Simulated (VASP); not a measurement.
# Al2P3 (Amm2) in VASP: single point with PBE

Aim: the single point of Al2P3 with PBE.

Everything below comes from runs of VASP 6.6.1. Logs are shortened: lines on timing, memory, paths and dates and some standing lists are left out, and cuts for length are marked.

### 1 The cell of the first run

Symmetry: Amm2, No. 38, orthorhombic system. Conventional cell: a = 3.219 Å, b = 11.141 Å, c = 5.057 Å, α = 90.00°, β = 90.00°, γ = 90.00°. Al (site symmetry m) has 5 P at 2.39 to 2.65 Å and 1 Al at 3.10 Å within 3.2 Å. P (site symmetry m) has 3 Al at 2.39 to 2.65 Å and 2 P at 2.83 Å within 3.2 Å. P (site symmetry mm2) has 4 Al at 2.45 Å and 4 P at 2.83 Å within 3.2 Å.

### 2 Single point, PBE

Contents of INCAR:

```
  ALGO = Normal
  EDIFF = 1E-7
  ENCUT = 520
  GGA = PE
  ISIF = 2
  ISMEAR = 0
  LASPH = True
  LCHARG = True
  LELF = True
  LREAL = False
  LVHAR = True
  LWAVE = False
  NBANDS = 18
  NELM = 100
  PREC = Accurate
  SIGMA = 0.1
```

Contents of KPOINTS:

```
k-points
0
Gamma
  12 8 8
```

Contents of POSCAR:

```
Al2P3
1.0
    3.2192286159      0.0000000000      0.0000000000
    0.0000000000      5.5704235226      2.5284900081
    0.0000000000     -5.5704235226      2.5284900081
Al P
2 3
Direct
    0.5000000000      0.1610708019      0.8827582557
    0.5000000000      0.8827582557      0.1610708019
    0.5000000000      0.6451209230      0.3521812551
    0.5000000000      0.3521812551      0.6451209230
    0.0000000000      0.8253641941      0.8253641941
```

Potentials or basis: VASP PAW PBE potentials, release 64 (Al, P).

The run is started by

```console
> cat potpaw_PBE.64/Al/POTCAR potpaw_PBE.64/P/POTCAR > POTCAR
> mpirun -np 1 vasp_std > vasp.out
```

OUTCAR:

```text
EDIFF = 1E-7
   ENCUT = 520
   GGA = PE
   ISIF = 2
   ISMEAR = 0
   LASPH = True
   LREAL = False
   NELM = 100
   PREC = Accurate

 ion  position               nearest neighbor table
   1  0.500  0.161  0.883-   4 2.39   3 2.41   5 2.45   5 2.45   3 2.65   2 3.10
   2  0.500  0.883  0.161-   3 2.39   4 2.41   5 2.45   5 2.45   4 2.65   1 3.10
   3  0.500  0.645  0.352-   2 2.39   1 2.41   1 2.65   5 2.83   5 2.83
   4  0.500  0.352  0.645-   1 2.39   2 2.41   2 2.65   5 2.83   5 2.83
   5  0.000  0.825  0.825-   1 2.45   2 2.45   1 2.45   2 2.45   3 2.83   4 2.83   3 2.83   4 2.83

  LATTYP: Found a base centered orthorhombic cell.
 ALAT       =     5.0569800162
 B/A-ratio  =     2.2030632926
 C/A-ratio  =     0.6365911286

  Lattice vectors:

 A1 = (   0.0000000000,   5.5704235226,   2.5284900081)
 A2 = (   0.0000000000,  -5.5704235226,   2.5284900081)
 A3 = (   3.2192286159,   0.0000000000,   0.0000000000)

Analysis of symmetry for initial positions (statically):
=====================================================================
 Subroutine PRICEL returns:
 Original cell was already a primitive cell.

 Routine SETGRP: Setting up the symmetry group for a
 base centered orthorhombic supercell.

 Subroutine GETGRP returns: Found  4 space group operations
 (whereof  4 operations were pure point group operations)
 out of a pool of  8 trial point group operations.

The static configuration has the point symmetry C_2v.

Analysis of symmetry for dynamics (positions and initial velocities):
=====================================================================
 Subroutine PRICEL returns:
 Original cell was already a primitive cell.

 Routine SETGRP: Setting up the symmetry group for a
 base centered orthorhombic supercell.

 Subroutine GETGRP returns: Found  4 space group operations
 (whereof  4 operations were pure point group operations)
 out of a pool of  8 trial point group operations.

The dynamic configuration has the point symmetry C_2v.

 Subroutine INISYM returns: Found  4 space group operations
 (whereof  4 operations are pure point group operations),
 and found     1 'primitive' translations

----------------------------------------------------------------------------------------

                                     Primitive cell

  volume of cell :      90.6841

  direct lattice vectors                    reciprocal lattice vectors
     3.219228616  0.000000000  0.000000000     0.310633422  0.000000000  0.000000000
     0.000000000  5.570423523  2.528490008     0.000000000  0.089759782  0.197746480
     0.000000000 -5.570423523  2.528490008     0.000000000 -0.089759782  0.197746480

  length of vectors
     3.219228616  6.117424290  6.117424290     0.310633422  0.217164659  0.217164659

  position of ions in fractional coordinates (direct lattice)
     0.500000000  0.161070802  0.882758256
     0.500000000  0.882758256  0.161070802
     0.500000000  0.645120923  0.352181255
     0.500000000  0.352181255  0.645120923
     0.000000000  0.825364194  0.825364194

  ion indices of the primitive-cell ions
   primitive index   ion index
                 1           1
                 2           2
                 3           3
                 4           4
                 5           5

----------------------------------------------------------------------------------------

 KPOINTS: k-points

Automatic generation of k-mesh.
 Grid dimensions read from file:
 generate k-points for:   12    8    8

 Generating k-lattice:

  Cartesian coordinates                     Fractional coordinates (reciprocal lattice)
     0.025886118  0.000000000  0.000000000     0.083333333  0.000000000  0.000000000
     0.000000000  0.011219973  0.024718310     0.000000000  0.125000000  0.000000000
     0.000000000 -0.011219973  0.024718310     0.000000000  0.000000000  0.125000000

  Length of vectors
     0.025886118  0.027145582  0.027145582

  Shift w.r.t. Gamma in fractional coordinates (k-lattice)
     0.000000000  0.000000000  0.000000000

 Subroutine IBZKPT returns following result:
 ===========================================

 Found    147 irreducible k-points:

 Following reciprocal coordinates:
            Coordinates               Weight
  0.000000  0.000000  0.000000      1.000000
  0.083333  0.000000  0.000000      2.000000
  0.166667  0.000000  0.000000      2.000000
  0.250000  0.000000  0.000000      2.000000
  0.333333  0.000000  0.000000      2.000000
  0.416667  0.000000  0.000000      2.000000
[... 16 lines left out ...]
  0.083333  0.375000 -0.000000      8.000000
  0.166667  0.375000 -0.000000      8.000000
 [... further k-points ...]
   k-points           NKPTS =    147   k-points in BZ     NKDIM =    147   number of bands    NBANDS=     18
   number of dos      NEDOS =    301   number of ions     NIONS =      5
   total plane-waves  NPLWV =  55296
   dimension x,y,z NGX =    24 NGY =   48 NGZ =   48
   dimension x,y,z NGXF=    48 NGYF=   96 NGZF=   96
   ions per type =               2   3
   NGX,Y,Z   is equivalent  to a cutoff of  12.39, 13.04, 13.04 a.u.
   NGXF,Y,Z  is equivalent  to a cutoff of  24.79, 26.09, 26.09 a.u.
 SYSTEM =  unknown system
   PREC   = accura    normal or accurate (medium, high low for compatibility)
   ISTART =      0    job   : 0-new  1-cont  2-samecut
   ICHARG =      2    charge: 1-file 2-atom 10-const
   ISPIN  =      1    spin polarized calculation?
   LNONCOLLINEAR =      F non collinear calculations
   LSORBIT =      F    spin-orbit coupling
   LASPH  =      T    aspherical Exc in radial PAW
   ENCUT  =  520.0 eV  38.22 Ry    6.18 a.u.   5.99 11.37 11.37*2*pi/ulx,y,z
   NELM   =    100;   NELMIN=  2; NELMDL= -5     # of ELM steps
   EDIFF  = 0.1E-06   stopping-criterion for ELM
   LREAL  =      F    real-space projection
   EDIFFG = 0.1E-05   stopping-criterion for IOM
   NSW    =      0    number of steps for IOM
   IBRION =     -1    ionic relax: 0-MD 1-quasi-New 2-CG
   NFREE  =      0    steps in history (QN), initial steepest desc. (CG)
   ISIF   =      2    stress and relaxation
   ISYM   =      2    0-nonsym 1-usesym 2-fastsym
   POTIM  = 0.5000    time-step for ionic-motion
   TEBEG  =    0.0;   TEEND  =   0.0 temperature during run
   PSTRESS=    0.0 pullay stress
   NELECT =      21.0000    total number of electrons
   NUPDOWN=      -1.0000    fix difference up-down
   EMIN   =  10.00;   EMAX   =-10.00  energy-range for DOS
   EFERMI =   0.00;   METHOD = LEGACY
   ISMEAR =     0;   SIGMA  =   0.10  broadening in eV -4-tet -1-fermi 0-gaus
   EFERMI_NEDOS =   21; number of points for ismear=-14 and -15
   IALGO  =     38    algorithm
   IMIX   =      4    mixing-type and parameters
     AMIX     =   0.40;   BMIX     =  1.00
     AMIX_MAG =   1.60;   BMIX_MAG =  1.00
  volume/ion in A,a.u.               =      18.14       122.39
  Fermi-wavevector in a.u.,A,eV,Ry     =   1.005320  1.899779 13.750967  1.010668
  Thomas-Fermi vector in A             =   2.137992
   LORBIT       =      0    0 simple, 1 ext, 2 COOP (PROOUT), +10 PAW based schemes
   GGA     = PE    functional components
   LHFCALC =     F    Hartree Fock is set to
   AEXX    =    0.0000 exact exchange contribution
   IVDW    =     0    specifies the selected vdW correction
   LEPSILON=     F    determine dielectric tensor
   LRPA    =     F    only Hartree local field effects (RPA)
 non-spin polarized calculation
 Gauss-broadening in eV      SIGMA  =   0.10
  energy-cutoff  :      520.00
  volume of cell :       90.68
 maximum number of plane-waves:      2472
 NGX is ok and might be reduce to    24
   NGX = 11   NGY = 23   NGZ = 23

 number of electron      20.9999999 magnetization

 Free energy of the ion-electron system (eV)
  ---------------------------------------------------
  ext. energy  EPLUGINS =         0.00000000
  ---------------------------------------------------
  free energy    TOTEN  =       -22.75707434 eV

  energy without entropy =      -22.74399405  energy(sigma->0) =      -22.75053419

 E-fermi :   6.4390     XC(G=0):  -9.9786

 val. band max:        6.4348018717   @ k =   0.0833   0.2500   0.1250
 cond. band min:       6.4414163471   @ k =   0.5000   0.5000  -0.0000
 fundamental gap:      0.0066144755
 Fermi energy:         6.4390176138

 k-point     1 :       0.0000    0.0000    0.0000
  band No.  band energies     occupation
      1      -6.9653      2.00000
      2      -3.5404      2.00000
      3      -3.4915      2.00000
      4       0.4846      2.00000
      5       0.7035      2.00000
      6       1.7042      2.00000
[... 10 lines left out ...]
     17      12.5733      0.00000
     18      13.2142      0.00000

 k-point     2 :       0.0833    0.0000    0.0000
  band No.  band energies     occupation
      1      -6.8796      2.00000
      2      -3.4719      2.00000
      3      -3.4414      2.00000
      4       0.5626      2.00000
      5       0.7892      2.00000
      6       1.7726      2.00000
[... 10 lines left out ...]
     17      12.3265      0.00000
     18      12.8055      0.00000

 k-point     3 :       0.1667    0.0000    0.0000
  band No.  band energies     occupation
      1      -6.6250      2.00000
      2      -3.3085      2.00000
      3      -3.2731      2.00000
      4       0.7913      2.00000
      5       1.0405      2.00000
      6       1.9711      2.00000
[... 10 lines left out ...]
     17      12.4175      0.00000
     18      12.7612      0.00000

 k-point     4 :       0.2500    0.0000    0.0000
  band No.  band energies     occupation
      1      -6.2093      2.00000
      2      -3.1595      2.00000
      3      -2.9665      2.00000
      4       1.1513      2.00000
      5       1.3822      2.00000
      6       1.9516      2.00000
[... 375 lines left out ...]
      4      -0.7767      2.00000
      5       1.1609      2.00000
      6       3.2578      2.00000
[... 10 lines left out ...]
     17      12.4176      0.00000
     18      12.6184      0.00000

 k-point    23 :       0.0833    0.3750   -0.0000
  band No.  band energies     occupation
      1      -6.3403      2.00000
      2      -4.3358      2.00000
      3      -3.7564      2.00000
      4      -0.6910      2.00000
      5       1.2189      2.00000
      6       3.2739      2.00000
[... 10 lines left out ...]
     17      11.9396      0.00000
     18      12.7572      0.00000

 k-point    24 :       0.1667    0.3750   -0.0000
  band No.  band energies     occupation
      1      -6.0849      2.00000
      2      -4.1394      2.00000
      3      -3.5766      2.00000
      4      -0.4367      2.00000
      5       1.3528      2.00000
      6       3.0712      2.00000
[... 10 lines left out ...]
     17      12.3052      0.00000
     18      12.6034      0.00000

 [... further k-points ...]

------------------------ aborting loop because EDIFF is reached ----------------------------------------

  FORCE on cell =-STRESS in cart. coord.  units (eV):
  Direction    XX          YY          ZZ          XY          YZ          ZX
  --------------------------------------------------------------------------------------
  -------------------------------------------------------------------------------------
  Total       -0.0529105     -0.0693608     -0.0141124      0.0000000      0.0000000      0.0000000
  in kB       -0.9348052     -1.2254439     -0.2493325      0.0000000      0.0000000      0.0000000
  external PRESSURE =      -0.8031939 kB  Pullay stress =       0.0000000 kB

 VOLUME and BASIS-vectors are now :
 -----------------------------------------------------------------------------
  energy-cutoff  :      520.00
  volume of cell :       90.68
      direct lattice vectors                 reciprocal lattice vectors
     3.219228616  0.000000000  0.000000000     0.310633422  0.000000000  0.000000000
     0.000000000  5.570423523  2.528490008     0.000000000  0.089759782  0.197746480
     0.000000000 -5.570423523  2.528490008     0.000000000 -0.089759782  0.197746480

 POSITION                                       TOTAL-FORCE (eV/Angst)
 -----------------------------------------------------------------------------------
      1.60961     -4.02010      2.63931         0.000000      0.000731      0.001834
      1.60961      4.02010      2.63931         0.000000     -0.000731      0.001834
      1.60961      1.63180      2.52167         0.000000      0.008162     -0.004040
      1.60961     -1.63180      2.52167         0.000000     -0.008162     -0.004040
      0.00000      0.00000      4.17385         0.000000     -0.000000      0.004413
 -----------------------------------------------------------------------------------
    total drift:                               -0.000000     -0.000000     -0.000131

  FREE ENERGIE OF THE ION-ELECTRON SYSTEM (eV)
  ---------------------------------------------------
  free  energy   TOTEN  =       -22.7570743442 eV

  energy  without entropy=      -22.7439940457  energy(sigma->0) =      -22.75053419
```

It took 79 s on 1 thread of Intel Xeon 6975P-C (Granite Rapids), shared host; peak memory 0.35 GiB.

What came out:

| Property | Result |
| --- | --- |
| Free energy | -22.7571 eV |
| Pressure | -0.1 GPa |
| Largest force | 0.009 eV/Å |

Forces in eV/Å, atoms in the order of the input:
```
Al   0.000  0.001  0.002
Al   0.000 -0.001  0.002
P    0.000  0.008 -0.004
P    0.000 -0.008 -0.004
P    0.000  0.000  0.004
```

Stress tensor (GPa, compression positive):
```
-0.09  0.00  0.00
 0.00 -0.12  0.00
 0.00  0.00 -0.02
```
